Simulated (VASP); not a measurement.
# CoO (Fm-3m) in VASP: settings compared

The runs below take CoO through single point, relaxation of cell and atoms, with PBEsol, PBEsol+D3(BJ).

Program: VASP 6.6.1. These are calculated values, not measurements. Logs are shortened: lines on timing, memory, paths and dates and some standing lists are left out, and cuts for length are marked.

**1. The cell of the first run**

It takes space group Fm-3m (No. 225, cubic). The conventional cell has a = 4.263 Å, b = 4.263 Å, c = 4.263 Å, α = 90.00°, β = 90.00°, γ = 90.00°. Within 2.8 Å of Co (site symmetry m-3m) lie 6 O at 2.13 Å. Within 2.8 Å of O (site symmetry m-3m) lie 6 Co at 2.13 Å.

**2. Single point, PBEsol, collinear spin, ferromagnetic start**

Input file INCAR:

```
PREC = Accurate
ENCUT = 520
EDIFF = 1E-6
ISMEAR = -1
SIGMA = 0.05
LREAL = F
LASPH = T
NELM = 150
ALGO = Normal
ISIF = 2
LWAVE = F
LCHARG = F
ISPIN = 2
MAGMOM = 1.71 0
LORBIT = 11
LMAXMIX = 4
GGA = PS
NBANDS = 18
```

Input file KPOINTS:

```
regular mesh
0
Gamma
  11 11 11
```

Input file POSCAR:

```
CoO
1.0
    0.0000000000      2.1315000000      2.1315000000
    2.1315000000      0.0000000000      2.1315000000
    2.1315000000      2.1315000000      0.0000000000
Co O
1 1
Direct
    0.0000000000      0.0000000000      0.0000000000
    0.5000000000      0.5000000000      0.5000000000
```

Potentials or basis: VASP PAW PBE potentials, release 64 (Co, O).

The run is started by

```sh
> cat potpaw_PBE.64/Co/POTCAR potpaw_PBE.64/O/POTCAR > POTCAR
> mpirun -np 1 vasp_std > vasp.out
```

OUTCAR:

```text
PREC = Accurate
   ENCUT = 520
   EDIFF = 1E-6
   ISMEAR = -1
   LREAL = F
   LASPH = T
   NELM = 150
   ISIF = 2
   ISPIN = 2
   LORBIT = 11
   GGA = PS

 ion  position               nearest neighbor table
   1  0.000  0.000  0.000-   2 2.13   2 2.13   2 2.13   2 2.13   2 2.13   2 2.13
   2  0.500  0.500  0.500-   1 2.13   1 2.13   1 2.13   1 2.13   1 2.13   1 2.13

  LATTYP: Found a face centered cubic cell.
 ALAT       =     4.2630000000

  Lattice vectors:

 A1 = (   0.0000000000,   2.1315000000,   2.1315000000)
 A2 = (   2.1315000000,   0.0000000000,   2.1315000000)
 A3 = (   2.1315000000,   2.1315000000,   0.0000000000)

Analysis of symmetry for initial positions (statically):
=====================================================================
 Subroutine PRICEL returns:
 Original cell was already a primitive cell.

 Routine SETGRP: Setting up the symmetry group for a
 face centered cubic supercell.

 Subroutine GETGRP returns: Found 48 space group operations
 (whereof 48 operations were pure point group operations)
 out of a pool of 48 trial point group operations.

The static configuration has the point symmetry O_h .

Analysis of symmetry for dynamics (positions and initial velocities):
=====================================================================
 Subroutine PRICEL returns:
 Original cell was already a primitive cell.

 Routine SETGRP: Setting up the symmetry group for a
 face centered cubic supercell.

 Subroutine GETGRP returns: Found 48 space group operations
 (whereof 48 operations were pure point group operations)
 out of a pool of 48 trial point group operations.

The dynamic configuration has the point symmetry O_h .

Analysis of structural, dynamic, and magnetic symmetry:
=====================================================================
 Subroutine PRICEL returns:
 Original cell was already a primitive cell.

 Routine SETGRP: Setting up the symmetry group for a
 face centered cubic supercell.

 Subroutine GETGRP returns: Found 48 space group operations
 (whereof 48 operations were pure point group operations)
 out of a pool of 48 trial point group operations.

The overall configuration has the point symmetry O_h .

 Subroutine INISYM returns: Found 48 space group operations
 (whereof 48 operations are pure point group operations),
 and found     1 'primitive' translations

----------------------------------------------------------------------------------------

                                     Primitive cell

  volume of cell :      19.3681

  direct lattice vectors                    reciprocal lattice vectors
     0.000000000  2.131500000  2.131500000    -0.234576589  0.234576589  0.234576589
     2.131500000  0.000000000  2.131500000     0.234576589 -0.234576589  0.234576589
     2.131500000  2.131500000  0.000000000     0.234576589  0.234576589 -0.234576589

  length of vectors
     3.014396208  3.014396208  3.014396208     0.406298571  0.406298571  0.406298571

  position of ions in fractional coordinates (direct lattice)
     0.000000000  0.000000000  0.000000000
     0.500000000  0.500000000  0.500000000

  ion indices of the primitive-cell ions
   primitive index   ion index
                 1           1
                 2           2

----------------------------------------------------------------------------------------

 KPOINTS: regular mesh

Automatic generation of k-mesh.
 Grid dimensions read from file:
 generate k-points for:   11   11   11

 Generating k-lattice:

  Cartesian coordinates                     Fractional coordinates (reciprocal lattice)
    -0.021325144  0.021325144  0.021325144     0.090909091  0.000000000  0.000000000
     0.021325144 -0.021325144  0.021325144     0.000000000  0.090909091  0.000000000
     0.021325144  0.021325144 -0.021325144     0.000000000  0.000000000  0.090909091

  Length of vectors
     0.036936234  0.036936234  0.036936234

  Shift w.r.t. Gamma in fractional coordinates (k-lattice)
     0.000000000  0.000000000  0.000000000

 Subroutine IBZKPT returns following result:
 ===========================================

 Found     56 irreducible k-points:

 Following reciprocal coordinates:
            Coordinates               Weight
  0.000000  0.000000  0.000000      1.000000
  0.090909  0.000000  0.000000      8.000000
  0.181818  0.000000  0.000000      8.000000
  0.272727  0.000000  0.000000      8.000000
  0.363636  0.000000  0.000000      8.000000
  0.454545  0.000000  0.000000      8.000000
[... 16 lines left out ...]
 -0.272727  0.181818  0.000000     24.000000
 -0.181818  0.181818  0.000000     12.000000
 [... further k-points ...]
   k-points           NKPTS =     56   k-points in BZ     NKDIM =     56   number of bands    NBANDS=     18
   number of dos      NEDOS =    301   number of ions     NIONS =      2
   total plane-waves  NPLWV =  13824
   dimension x,y,z NGX =    24 NGY =   24 NGZ =   24
   dimension x,y,z NGXF=    48 NGYF=   48 NGZF=   48
   ions per type =               1   1
   NGX,Y,Z   is equivalent  to a cutoff of  13.24, 13.24, 13.24 a.u.
   NGXF,Y,Z  is equivalent  to a cutoff of  26.47, 26.47, 26.47 a.u.
 SYSTEM =  unknown system
   PREC   = accura    normal or accurate (medium, high low for compatibility)
   ISTART =      0    job   : 0-new  1-cont  2-samecut
   ICHARG =      2    charge: 1-file 2-atom 10-const
   ISPIN  =      2    spin polarized calculation?
   LNONCOLLINEAR =      F non collinear calculations
   LSORBIT =      F    spin-orbit coupling
   LASPH  =      T    aspherical Exc in radial PAW
   ENCUT  =  520.0 eV  38.22 Ry    6.18 a.u.   5.60  5.60  5.60*2*pi/ulx,y,z
   NELM   =    150;   NELMIN=  2; NELMDL= -5     # of ELM steps
   EDIFF  = 0.1E-05   stopping-criterion for ELM
   LREAL  =      F    real-space projection
   EDIFFG = 0.1E-04   stopping-criterion for IOM
   NSW    =      0    number of steps for IOM
   IBRION =     -1    ionic relax: 0-MD 1-quasi-New 2-CG
   NFREE  =      0    steps in history (QN), initial steepest desc. (CG)
   ISIF   =      2    stress and relaxation
   ISYM   =      2    0-nonsym 1-usesym 2-fastsym
   POTIM  = 0.5000    time-step for ionic-motion
   TEBEG  =    0.0;   TEEND  =   0.0 temperature during run
   PSTRESS=    0.0 pullay stress
   NELECT =      15.0000    total number of electrons
   NUPDOWN=      -1.0000    fix difference up-down
   EMIN   =  10.00;   EMAX   =-10.00  energy-range for DOS
   EFERMI =   0.00;   METHOD = LEGACY
   ISMEAR =    -1;   SIGMA  =   0.05  broadening in eV -4-tet -1-fermi 0-gaus
   EFERMI_NEDOS =   21; number of points for ismear=-14 and -15
   IALGO  =     38    algorithm
   IMIX   =      4    mixing-type and parameters
     AMIX     =   0.40;   BMIX     =  1.00
     AMIX_MAG =   1.60;   BMIX_MAG =  1.00
  volume/ion in A,a.u.               =       9.68        65.35
  Fermi-wavevector in a.u.,A,eV,Ry     =   1.503407  2.841027 30.752334  2.260233
  Thomas-Fermi vector in A             =   2.614521
   LORBIT       =     11    0 simple, 1 ext, 2 COOP (PROOUT), +10 PAW based schemes
   GGA     = PS    functional components
   LHFCALC =     F    Hartree Fock is set to
   AEXX    =    0.0000 exact exchange contribution
   IVDW    =     0    specifies the selected vdW correction
   LEPSILON=     F    determine dielectric tensor
   LRPA    =     F    only Hartree local field effects (RPA)
 spin polarized calculation
  energy-cutoff  :      520.00
  volume of cell :       19.37
 maximum number of plane-waves:       534
   NGX = 11   NGY = 11   NGZ = 11

 number of electron      15.0000007 magnetization       2.9335374

 Free energy of the ion-electron system (eV)
  ---------------------------------------------------
  ext. energy  EPLUGINS =         0.00000000
  ---------------------------------------------------
  free energy    TOTEN  =       -13.95841532 eV

  energy without entropy =      -13.92561273  energy(sigma->0) =      -13.94201402

 E-fermi :   7.7898     XC(G=0): -12.6481

 val. band max:        7.7864798233   @ k =  -0.1818   0.2727   0.0909
 cond. band min:       7.7942273155   @ k =   0.1818   0.1818   0.0000
 fundamental gap:      0.0077474922
 Fermi energy:         7.7897589339

 spin component 1

 k-point     1 :       0.0000    0.0000    0.0000
  band No.  band energies     occupation
      1     -12.4158      1.00000
      2       4.5046      1.00000
      3       4.5046      1.00000
      4       4.5769      1.00000
      5       4.5769      1.00000
      6       4.5769      1.00000
[... 10 lines left out ...]
     17      29.0186      0.00000
     18      32.4749      0.00000
[... 463 lines left out ...]
 k-point    24 :      -0.1818    0.1818    0.0000
  band No.  band energies     occupation
      1     -11.6622      1.00000
      2       1.0601      1.00000
      3       2.1468      1.00000
      4       2.7289      1.00000
      5       4.9815      1.00000
      6       5.0275      1.00000
[... 10 lines left out ...]
     17      35.3168      0.00000
     18      37.0921      0.00000

 [... further k-points ...]

 spin component 2

 k-point     1 :       0.0000    0.0000    0.0000
  band No.  band energies     occupation
      1     -11.8760      1.00000
      2       5.1883      1.00000
      3       5.1883      1.00000
      4       5.1883      1.00000
      5       6.6905      1.00000
      6       6.6905      1.00000
[... 10 lines left out ...]
     17      29.9627      0.00000
     18      33.2926      0.00000
[... 463 lines left out ...]
 k-point    24 :      -0.1818    0.1818    0.0000
  band No.  band energies     occupation
      1     -11.0965      1.00000
      2       1.8222      1.00000
      3       3.5615      1.00000
      4       3.5808      1.00000
      5       7.0995      1.00000
      6       7.5347      0.99395
[... 10 lines left out ...]
     17      35.9440      0.00000
     18      37.6861      0.00000

 [... further k-points ...]
[... 5 lines left out ...]
  --------------------------------------------------------------------------------------
  -------------------------------------------------------------------------------------
  Total       -1.4007204     -1.4007204     -1.4007204     -0.0000000     -0.0000000      0.0000000
  in kB     -115.8713364   -115.8713364   -115.8713364     -0.0000000     -0.0000000      0.0000000
  external PRESSURE =    -115.8713364 kB  Pullay stress =       0.0000000 kB

 VOLUME and BASIS-vectors are now :
 -----------------------------------------------------------------------------
  energy-cutoff  :      520.00
  volume of cell :       19.37
      direct lattice vectors                 reciprocal lattice vectors
     0.000000000  2.131500000  2.131500000    -0.234576589  0.234576589  0.234576589
     2.131500000  0.000000000  2.131500000     0.234576589 -0.234576589  0.234576589
     2.131500000  2.131500000  0.000000000     0.234576589  0.234576589 -0.234576589

 POSITION                                       TOTAL-FORCE (eV/Angst)
 -----------------------------------------------------------------------------------
      0.00000      0.00000      0.00000        -0.000000      0.000000     -0.000000
      2.13150      2.13150      2.13150         0.000000     -0.000000      0.000000
 -----------------------------------------------------------------------------------
    total drift:                                0.000000     -0.000000     -0.000000

  FREE ENERGIE OF THE ION-ELECTRON SYSTEM (eV)
  ---------------------------------------------------
  free  energy   TOTEN  =       -13.9584153169 eV

  energy  without entropy=      -13.9256127251  energy(sigma->0) =      -13.94201402

 total charge

# of ion       s       p       d       tot
------------------------------------------
    1        0.297   0.360   7.141   7.797
    2        1.551   3.398   0.000   4.949
--------------------------------------------------
tot          1.847   3.758   7.141  12.747

 magnetization (x)

# of ion       s       p       d       tot
------------------------------------------
    1        0.020   0.017   2.529   2.566
    2        0.029   0.287   0.000   0.316
--------------------------------------------------
tot          0.049   0.304   2.529   2.882
```

Wall time 73 s (1 thread of Intel Xeon 8259CL, shared host); peak memory 0.17 GiB.

Results:

```yaml
Free_energy: -13.9584 eV
Pressure: -11.6 GPa
Net_moment: 2.93 μB per cell
Site_moments: Co +2.57; O +0.32 μB
Valence_electrons_inside_the_program's_atomic_spheres: Co 7.80; O 4.95
```

Levels at points of the mesh, in eV from the Fermi level:
Spin up:
```tsv
k point	band 5	band 6	band 7	band 8	band 9	band 10	band 11	band 12	band 13	band 14
(0.00, 0.00, 0.00)	-3.21	-3.21	-3.14	-3.14	-3.14	0.83	16.56	17.89	17.89	17.89
```
Spin down:
| k point | band 2 | band 3 | band 4 | band 5 | band 6 | band 7 | band 8 | band 9 | band 10 | band 11 |
| --- | --- | --- | --- | --- | --- | --- | --- | --- | --- | --- |
| (0.00, 0.00, 0.00) | -2.60 | -2.60 | -2.60 | -1.10 | -1.10 | -1.10 | -0.13 | -0.13 | 1.39 | 16.51 |

Caveat: the cell stands under tension; the PAW data sets were made with another functional, which shifts forces and pressure a little; a cell with one magnetic atom can't hold antiferromagnetic order, which such compounds often take; semilocal functionals often make such compounds metallic where correlation or magnetic order opens a gap, which also shifts bond lengths. With open d or f shells a metallic result of PBEsol can be an artefact of self-interaction; +U or a hybrid may open a gap.

**3. Single point, PBEsol, collinear spin, ferromagnetic start**

Input file INCAR:

```
SYSTEM = CoO
PREC     = Accurate       ! precision mode
ENCUT    = 520            ! plane-wave cutoff, eV
EDIFF    = 1E-7           ! SCF threshold, eV
ISMEAR   = -1             ! smearing method
SIGMA    = 0.05           ! smearing width, eV
LREAL    = .False.        ! projectors in reciprocal space
LASPH    = .True.         ! aspherical terms in the spheres
NELM     = 150            ! most SCF steps
ALGO     = Normal         ! electronic algorithm
ISIF     = 2              ! what is computed and relaxed
LWAVE    = .False.        ! write WAVECAR
LCHARG   = .False.        ! write CHGCAR
ISPIN    = 2              ! spin polarisation
MAGMOM   = 3.5 0          ! initial moments
LORBIT   = 11             ! projections on sites
LMAXMIX  = 4              ! l up to which the mixer works
GGA      = PS             ! functional
NBANDS   = 18             ! bands
```

Input file KPOINTS:

```
regular mesh
0
Gamma
  11 11 11
  0 0 0
```

POSCAR is that of step 2.

Potentials or basis: VASP PAW PBE potentials, release 64 (Co, O).

The run is started by

```sh
> cat potpaw_PBE.64/Co/POTCAR potpaw_PBE.64/O/POTCAR > POTCAR
> mpirun -np 1 vasp_std > vasp.out
```

It took 77 s on 1 thread of Intel Xeon 8259CL, shared host; peak memory 0.17 GiB.

Results (log left out):

```yaml
Free_energy: -13.9584 eV
Pressure: -11.3 GPa
Net_moment: 2.94 μB per cell
Site_moments: Co +2.57; O +0.32 μB
Valence_electrons_inside_the_program's_atomic_spheres: Co 7.80; O 4.95
```

Levels at points of the mesh, in eV from the Fermi level:
Spin up:
```csv
k point,band 7,band 8,band 9,band 10,band 11,band 12
"(0.00, 0.00, 0.00)",-3.14,-3.14,-3.14,0.83,16.56,17.89
```
Spin down:
| k point | band 4 | band 5 | band 6 | band 7 | band 8 | band 9 |
| --- | --- | --- | --- | --- | --- | --- |
| (0.00, 0.00, 0.00) | -2.60 | -1.10 | -1.10 | -1.10 | -0.13 | -0.13 |

Caveat: the cell stands under tension; the PAW data sets were made with another functional, which shifts forces and pressure a little; a cell with one magnetic atom can't hold antiferromagnetic order, which such compounds often take; semilocal functionals often make such compounds metallic where correlation or magnetic order opens a gap, which also shifts bond lengths. With open d or f shells a metallic result of PBEsol can be an artefact of self-interaction; +U or a hybrid may open a gap.

[end of part 1 of 2]
